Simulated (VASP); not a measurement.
**W: single point with PBEsol**

Crystal: W.

```xyz
1
Lattice="-1.5707 1.5707 1.5707 1.5707 -1.5707 1.5707 1.5707 1.5707 -1.5707" Properties=species:S:1:pos:R:3 pbc="T T T"
W     0.0000    0.0000    0.0000
```

| Item | Value |
| --- | --- |
| Program | VASP 6.6.1 |
| Task | single point |
| Functional | PBEsol |
| Potentials or basis | VASP PAW PBE potentials, release 64 (W_sv) |
| Cutoff | 520 eV |
| k mesh | 24 × 24 × 24 |
| Occupations | fermi-dirac, width 0.08 eV |
| Spin | no spin polarisation |
| Dipole correction | no |
| Further INCAR settings | ALGO = Normal; EDIFF = 1e-06; NBANDS = 13 |

```yaml
Pressure: 4.7 GPa
Band_gap_on_the_k_mesh: zero (band 7 reaches 16.94 eV, above the bottom of band 8 at 10.33 eV)
```

Levels at points of the mesh, in eV from the Fermi level:
```
           k point  band 3  band 4  band 5  band 6  band 7  band 8  band 9  band 10  band 11  band 12
(0.00, 0.00, 0.00)  -37.68  -37.68   -9.82   -1.31   -1.31   -1.31    2.25     2.25    14.55    14.55
(0.50, 0.00, 0.00)  -38.13  -37.69   -6.48   -3.72    0.74    2.16    3.17     6.33    11.40    11.52
(0.50, 0.50, 0.50)  -38.65  -38.65   -6.07   -6.07    5.30    5.30    5.30     8.40     8.40     8.40
```

Run time: 31 s on 1 thread of Intel(R) Xeon(R) Platinum 8375C CPU @ 2.90GHz (Ice Lake), with other jobs on the host, peak memory 0.18 GiB.

Caveat: the PAW data sets were made with another functional, which shifts forces and pressure a little; spin-orbit coupling is left out, which moves the levels of the heavy elements.
